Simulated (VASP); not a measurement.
# Al16HO24 (a cell with a defect) in VASP: further runs, part 2 of 4

VASP 6.6.1.

### Step 3. Single point, r2SCAN+D3(BJ), collinear spin

The input, POSCAR:

```
Al16HO24
1.0
   -4.7540000000     -2.7447230000      4.3273330000
    4.7540000000     -2.7447230000      4.3273330000
    0.0000000000      5.4894460000      4.3273330000
Al O H
16 24 1
Direct
    0.3541103065      0.3484098437      0.3537193396
    0.1462106176      0.1418984594      0.1424332455
    0.6317679913      0.6631731238      0.6546661835
    0.8433778759      0.8523597859      0.8496176413
    0.8540413379      0.8548616997      0.3566417216
    0.6592057067      0.6455540450      0.1571568606
    0.1550014331      0.1380893590      0.6449927804
    0.3513178970      0.3533582841      0.8492370490
    0.8521144170      0.3466243034      0.8440206420
    0.6532923476      0.1583617628      0.6541216919
    0.1466799580      0.6535373413      0.1352549650
    0.3504565985      0.8485424209      0.3472882665
    0.3549703753      0.8604815238      0.8509016725
    0.1408646614      0.6429681532      0.6428889098
    0.6476804720      0.1503098368      0.1541434881
    0.8725248531      0.3444853074      0.3570771584
    0.3911624957      0.6037413767      0.7556200646
    0.7410387236      0.4122208860      0.5916950773
    0.5934694879      0.7491699507      0.4046261404
    0.5896927726      0.4003574760      0.2343066474
    0.2541349199      0.5981189334      0.3984009958
    0.4107126312      0.2491223914      0.5978680476
    0.9091667884      0.0991331325      0.7535011700
    0.2711014101      0.9054514311      0.5905170839
    0.1094149572      0.2403783564      0.4017319331
    0.0959891584      0.8996913039      0.2540269210
    0.7677171524      0.0969977582      0.4243238577
    0.8923069475      0.7480705150      0.6035912822
    0.9093949459      0.5939973859      0.2683687044
    0.2291469852      0.3967952814      0.0851885847
    0.0839003156      0.7624657342      0.8953071701
    0.0991531109      0.3934316132      0.7290915370
    0.7335316811      0.5860979411      0.9032637858
    0.8945179357      0.2353887813      0.1069289968
    0.4094002079      0.0932874608      0.2526736589
    0.7527490706      0.8967120491      0.1061698891
    0.5955308343      0.2487912466      0.8985296941
    0.5999983891      0.9061616201      0.7652852435
    0.2561572061      0.1027074795      0.9061176950
    0.4028827237      0.7573210914      0.0968290964
   -0.0172766120      0.4973426560     -0.0070957411
```

The input, INCAR.step1:

```
SYSTEM = Al16HO24
ALGO     = Normal         ! electronic algorithm
EDIFF    = 1E-4           ! SCF threshold, eV
ENCUT    = 520            ! plane-wave cutoff, eV
GGA      = PE             ! functional
ISMEAR   = -1             ! smearing method
ISPIN    = 2              ! spin polarisation
LASPH    = .TRUE.         ! aspherical terms in the spheres
LCHARG   = .FALSE.        ! write CHGCAR
LREAL    = Auto         
LWAVE    = .TRUE.         ! write WAVECAR
MAGMOM   = 0 0 0 0 0 0 0 0 0 0 0 0 0 0 0 0 0 0 0 0 0 0 0 0 0 0 0 0 0 0 0 0 0 0 0 0 0 0 0 0 0.57 ! initial moments
NBANDS   = 126            ! bands
NELM     = 150            ! most SCF steps
PREC     = Accurate       ! precision mode
SIGMA    = 0.05           ! smearing width, eV
```

The input, INCAR.step2:

```
SYSTEM = Al16HO24
ALGO     = Normal         ! electronic algorithm
EDIFF    = 1E-6           ! SCF threshold, eV
ENCUT    = 520            ! plane-wave cutoff, eV
ISIF     = 2              ! what is computed and relaxed
ISMEAR   = -1             ! smearing method
ISPIN    = 2              ! spin polarisation
ISTART   = 1            
IVDW     = 12             ! dispersion correction
LASPH    = .TRUE.         ! aspherical terms in the spheres
LCHARG   = .FALSE.        ! write CHGCAR
LMIXTAU  = .TRUE.       
LORBIT   = 11             ! projections on sites
LREAL    = Auto         
LWAVE    = .FALSE.        ! write WAVECAR
MAGMOM   = 0 0 0 0 0 0 0 0 0 0 0 0 0 0 0 0 0 0 0 0 0 0 0 0 0 0 0 0 0 0 0 0 0 0 0 0 0 0 0 0 0.57 ! initial moments
METAGGA  = R2SCAN         ! meta-GGA
NBANDS   = 126            ! bands
NELM     = 150            ! most SCF steps
PREC     = Accurate       ! precision mode
SIGMA    = 0.05           ! smearing width, eV
VDW_A1   = 0.49484001   
VDW_A2   = 5.73083694   
VDW_S6   = 1.0          
VDW_S8   = 0.78981345
```

The input, KPOINTS:

```
k-points
0
G
  1 1 1
  0 0 0
```

Potentials or basis: VASP PAW PBE potentials, release 64 (Al, O, H).

Command:

```bash
$ cat potpaw_PBE.64/Al/POTCAR potpaw_PBE.64/O/POTCAR potpaw_PBE.64/H/POTCAR > POTCAR
$ cp INCAR.step1 INCAR
$ mpirun -np 1 vasp_gam > vasp.out
$ cp INCAR.step2 INCAR
$ mpirun -np 1 vasp_gam > vasp.out
```

OUTCAR:

```text
SYSTEM = Al16HO24
   EDIFF = 1E-6
   ENCUT = 520
   ISIF = 2
   ISMEAR = -1
   ISPIN = 2
   ISTART = 1
   IVDW = 12
   LASPH = .TRUE.
   LORBIT = 11
   LREAL = Auto
   METAGGA = R2SCAN
   NELM = 150
   PREC = Accurate
 IVDW          = 12

 ion  position               nearest neighbor table
   1  0.354  0.348  0.354-  20 1.84  22 1.85  21 1.87  25 1.92  35 1.97  30 2.12   2 2.71  15 2.74
                             7 2.77  11 2.89  14 3.20  10 3.22   6 3.25
   2  0.146  0.142  0.142-  39 1.80  26 1.86  34 1.86  30 1.92  25 1.98  35 2.04   1 2.71  16 2.72
                            12 2.78   8 2.80  13 3.14   5 3.18   9 3.22
   3  0.632  0.663  0.655-  19 1.84  17 1.84  38 1.91  18 1.93  33 1.95  28 1.96   4 2.58  13 2.65
                             5 2.82   9 2.89  12 3.16   8 3.19
   4  0.843  0.852  0.850-  31 1.79  38 1.85  23 1.88  36 1.90  28 1.92  33 2.06   3 2.58  10 2.76
                             6 2.79  14 2.82  11 3.19   7 3.25  15 3.25
   5  0.854  0.855  0.357-  26 1.83  27 1.84  28 1.86  36 1.93  29 1.97  19 2.01   6 2.61  15 2.79
                             3 2.82  11 2.82  14 3.15   2 3.18  10 3.25
   6  0.659  0.646  0.157-  20 1.85  33 1.88  36 1.92  19 1.94  40 1.96  29 1.96   5 2.61   4 2.79
                            12 2.80  16 2.83   1 3.25   9 3.29  13 3.33
   7  0.155  0.138  0.645-  24 1.82  25 1.84  23 1.86  32 1.92  22 2.00  39 2.00   8 2.67  13 2.70
                             1 2.77   9 2.82  16 3.12  12 3.18   4 3.25
   8  0.351  0.353  0.849-  30 1.83  37 1.85  17 1.86  39 1.92  22 1.96  32 2.00   7 2.67  10 2.75
                            14 2.79   2 2.80   3 3.19  11 3.19  15 3.26
   9  0.852  0.347  0.844-  41 1.86  33 1.87  32 1.89  23 1.89  37 1.97  34 1.98  18 1.99  10 2.50
                             7 2.82  15 2.83   3 2.89  14 3.18   2 3.22   6 3.29
  10  0.653  0.158  0.654-  27 1.81  22 1.83  37 1.87  38 1.92  18 1.93  23 1.97   9 2.50   8 2.75
                             4 2.76  16 2.79  13 3.22   1 3.22   5 3.25
  11  0.147  0.654  0.135-  31 1.86  30 1.89  29 1.90  26 1.96  40 1.97  41 2.00  21 2.04  12 2.64
                            13 2.76   5 2.82   1 2.89   4 3.19   8 3.19  16 3.23
  12  0.350  0.849  0.347-  24 1.81  19 1.85  35 1.85  40 1.91  21 1.92  26 1.94  11 2.64   2 2.78
                             6 2.80  14 2.81   3 3.16   7 3.18  15 3.22
  13  0.355  0.860  0.851-  38 1.81  39 1.84  40 1.86  24 1.95  17 1.95  31 2.06   3 2.65   7 2.70
                            11 2.76  14 2.77   2 3.14  10 3.22   6 3.33
  14  0.141  0.643  0.643-  32 1.84  28 1.87  21 1.87  17 1.96  31 2.01  24 2.10  13 2.77   8 2.79
                            12 2.81   4 2.82   5 3.15   9 3.18   1 3.20
  15  0.648  0.150  0.154-  35 1.81  34 1.87  20 1.88  36 1.91  37 1.92  27 2.12  16 2.70   1 2.74
                             5 2.79   9 2.83  12 3.22   4 3.25   8 3.26
  16  0.873  0.344  0.357-  25 1.80  29 1.84  18 1.89  27 1.94  34 1.95  20 2.21  15 2.70   2 2.72
                            10 2.79   6 2.83   7 3.12  11 3.23
  17  0.391  0.604  0.756-   3 1.84   8 1.86  13 1.95  14 1.96
  18  0.741  0.412  0.592-  16 1.89   3 1.93  10 1.93   9 1.99
  19  0.593  0.749  0.405-   3 1.84  12 1.85   6 1.94   5 2.01
  20  0.590  0.400  0.234-   1 1.84   6 1.85  15 1.88  16 2.21
  21  0.254  0.598  0.398-  14 1.87   1 1.87  12 1.92  11 2.04
  22  0.411  0.249  0.598-  10 1.83   1 1.85   8 1.96   7 2.00
[... 16 lines left out ...]
  39  0.256  0.103  0.906-   2 1.80  13 1.84   8 1.92   7 2.00
  40  0.403  0.757  0.097-  13 1.86  12 1.91   6 1.96  11 1.97
  41  0.983  0.497  0.993-   9 1.86  11 2.00

  LATTYP: Found a trigonal (rhomboedric) cell.
 ALAT       =     6.9899807753
 COS(alpha) =     0.0748835832

  Lattice vectors:

 A1 = (  -4.7540000000,  -2.7447230000,   4.3273330000)
 A2 = (   4.7540000000,  -2.7447230000,   4.3273330000)
 A3 = (   0.0000000000,   5.4894460000,   4.3273330000)

Analysis of symmetry for initial positions (statically):
=====================================================================
 Subroutine PRICEL returns:
 Original cell was already a primitive cell.

 Routine SETGRP: Setting up the symmetry group for a
 trigonal (rhombohedral) supercell.

 Subroutine GETGRP returns: Found  1 space group operations
 (whereof  1 operations were pure point group operations)
 out of a pool of 12 trial point group operations.
[... 209 lines left out ...]
   LHFCALC =     F    Hartree Fock is set to
   AEXX    =    0.0000 exact exchange contribution
   IVDW    =    12    specifies the selected vdW correction
   LEPSILON=     F    determine dielectric tensor
   LRPA    =     F    only Hartree local field effects (RPA)
 spin polarized calculation
  energy-cutoff  :      520.00
  volume of cell :      338.79
 maximum number of plane-waves:      4530
 NGX is ok and might be reduce to    50
   NGX = 25   NGY = 25   NGZ = 25

 number of electron     192.9999993 magnetization       1.0000000

 Free energy of the ion-electron system (eV)
  ---------------------------------------------------
  ext. energy  EPLUGINS =         0.00000000
  ---------------------------------------------------
  free energy    TOTEN  =      -382.77383696 eV

  energy without entropy =     -382.77383696  energy(sigma->0) =     -382.77383696

 E-fermi :   9.4710     XC(G=0): -12.2935

 val. band max:        8.2262514930   @ k =   0.0000   0.0000   0.0000
 cond. band min:      11.2214739558   @ k =   0.0000   0.0000   0.0000
 fundamental gap:      2.9952224628
 Fermi energy:         9.4709846606

 spin component 1

 k-point     1 :       0.0000    0.0000    0.0000
  band No.  band energies     occupation
      1     -14.4740      1.00000
      2     -13.4081      1.00000
      3     -13.3207      1.00000
      4     -13.2189      1.00000
      5     -12.7150      1.00000
      6     -12.6947      1.00000
[... 100 lines left out ...]
    107      16.7538      0.00000
    108      16.9392      0.00000
 Fermi energy:         9.4709846606

 spin component 2

 k-point     1 :       0.0000    0.0000    0.0000
  band No.  band energies     occupation
      1     -14.4505      1.00000
      2     -13.3852      1.00000
      3     -13.3031      1.00000
      4     -13.1988      1.00000
      5     -12.6987      1.00000
      6     -12.6667      1.00000
[... 100 lines left out ...]
    107      16.7678      0.00000
    108      16.9876      0.00000
 [bands above 108 left out]

------------------------ aborting loop because EDIFF is reached ----------------------------------------

 Edisp (eV)   -4.56269

 E8    (eV) :    -1.3144

  FORCE on cell =-STRESS in cart. coord.  units (eV):
  Direction    XX          YY          ZZ          XY          YZ          ZX
  --------------------------------------------------------------------------------------
  -------------------------------------------------------------------------------------
  Total       2.20129     0.92453     3.34804     2.25642    -0.27433    -1.70534
  in kB      10.41021     4.37222    15.83330    10.67090    -1.29737    -8.06478
  external pressure =       10.21 kB  Pullay stress =        0.00 kB

 VOLUME and BASIS-vectors are now :
 -----------------------------------------------------------------------------
  energy-cutoff  :      520.00
  volume of cell :      338.79
      direct lattice vectors                 reciprocal lattice vectors
    -4.754000000 -2.744723000  4.327333000    -0.105174590 -0.060722582  0.077029739
     4.754000000 -2.744723000  4.327333000     0.105174590 -0.060722582  0.077029739
     0.000000000  5.489446000  4.327333000     0.000000000  0.121445163  0.077029739

 POSITION                                       TOTAL-FORCE (eV/Angst)
 -----------------------------------------------------------------------------------
     -0.02710      0.01350      4.57070         0.107312     -0.294908      0.069359
     -0.02050     -0.00890      1.86310         0.078779      0.338904      0.640527
      0.14930      0.03950      8.43660        -2.030520     -0.245093     -0.927532
      0.04270      0.00960     11.01460         0.007412      0.305484      0.724998
      0.00390     -2.73270      8.93830         0.027870      0.619121     -0.178415
     -0.06490     -2.71850      6.32620         0.603747      0.284621     -1.202424
[... 33 lines left out ...]
      1.68500     -2.65290      5.43960        -0.148577     -0.027580     -0.807056
     -2.30750      1.38812     10.70137         0.001124     -0.038571      0.051388
 -----------------------------------------------------------------------------------
    total drift:                                0.006893      0.023155     -0.001480

  FREE ENERGIE OF THE ION-ELECTRON SYSTEM (eV)
  ---------------------------------------------------
  free  energy   TOTEN  =      -387.3365309196 eV

  energy  without entropy=     -387.3365309196  energy(sigma->0) =     -387.33653092

 total charge

# of ion       s       p       d       tot
------------------------------------------
    1        0.304   0.398   0.000   0.702
    2        0.307   0.411   0.000   0.718
    3        0.305   0.409   0.000   0.714
    4        0.310   0.421   0.000   0.731
    5        0.306   0.410   0.000   0.717
    6        0.300   0.395   0.000   0.695
[... 33 lines left out ...]
   40        1.549   3.665   0.000   5.215
   41        0.486   0.012   0.000   0.498
--------------------------------------------------
tot         42.635  94.846   0.000 137.481

 magnetization (x)

# of ion       s       p       d       tot
------------------------------------------
    1        0.000   0.001   0.000   0.001
    2       -0.000  -0.000   0.000  -0.001
    3        0.001   0.001   0.000   0.002
    4       -0.000  -0.000   0.000  -0.001
    5        0.000   0.000   0.000   0.000
    6       -0.000  -0.001   0.000  -0.001
[... 33 lines left out ...]
   40        0.000   0.000   0.000   0.000
   41        0.356   0.003   0.000   0.358
--------------------------------------------------
tot          0.396   0.279   0.000   0.675
```

Run time: 9.3 min. Hardware: 1 thread of AMD EPYC 7R13, shared host; peak memory 0.57 GiB.

Results:

- Free energy: -387.3365 eV
- Pressure: 1.0 GPa
- Largest force: 2.246 eV/Å
- Band gap on the k mesh: 3.00 eV
- Net moment: 1.00 μB per cell
- Site moments: Al +0.00, -0.00 (each value once); O +0.00, -0.00, +0.04, +0.05, +0.08 (each value once); H +0.36 μB
- Valence electrons inside the program's atomic spheres: Al 0.70, 0.72, 0.71, 0.73, 0.69, 0.74 (each value once); O 5.24, 5.21, 5.22, 5.26, 5.25, 5.23, 5.20, 5.27 (each value once); H 0.50
- Dispersion energy per atom: -0.111 eV

Forces on the atoms (eV/Å):
```
Al   0.107 -0.295  0.069
Al   0.079  0.339  0.641
Al  -2.031 -0.245 -0.928
Al   0.007  0.305  0.725
Al   0.028  0.619 -0.178
Al   0.604  0.285 -1.202
Al   0.492 -0.244  0.576
Al  -0.166 -0.163 -0.069
Al   0.673  0.236  0.765
Al   0.113  0.057 -0.879
Al  -0.516  0.876  0.196
Al  -0.422 -0.389  0.319
Al  -0.062  0.772 -0.233
Al  -0.037 -0.252  0.490
Al  -0.114 -0.459 -0.532
Al   1.371  0.810 -0.409
O   -0.241  0.015 -0.203
O   -0.871  0.170  0.242
O   -0.065 -0.067  0.432
O   -0.011  0.692  0.864
O   -0.153  0.572 -0.331
O    0.426 -0.011 -0.319
O   -0.053  0.278 -0.344
O    0.922  1.365 -0.405
O    0.255 -0.160 -0.089
O    0.027 -0.593  0.108
O    0.449 -0.742 -1.441
O   -0.433 -0.783  0.618
O    0.238 -0.558 -0.712
O   -0.359 -0.184  1.819
O   -1.138 -0.203  0.860
O    0.602  0.133  0.589
O    0.694 -0.371  1.103
O   -0.429 -0.734  0.318
O    0.450 -0.183 -0.175
O    0.182 -0.416 -0.027
O   -0.418  0.444  0.539
O    0.442 -0.731 -0.629
O   -0.495 -0.120 -1.413
O   -0.149 -0.028 -0.807
H    0.001 -0.039  0.051
```

Levels at points of the mesh, in eV from the valence-band top:
Spin up:
| k point | band 95 | band 96 | band 97 | band 98 | band 99 | band 100 |
| --- | --- | --- | --- | --- | --- | --- |
| (0.00, 0.00, 0.00) | -2.33 | -2.28 | 0.00 | 4.98 | 7.38 | 7.93 |
Spin down:
| k point | band 93 | band 94 | band 95 | band 96 | band 97 | band 98 | band 99 | band 100 |
| --- | --- | --- | --- | --- | --- | --- | --- | --- |
| (0.00, 0.00, 0.00) | -2.55 | -2.45 | -2.30 | -2.25 | 3.00 | 5.22 | 7.52 | 7.95 |

Caveat: the k points lie up to 0.90 Å⁻¹ apart; the PAW data sets were made with another functional, which shifts forces and pressure a little.

(Continued in part 3 of 4.)
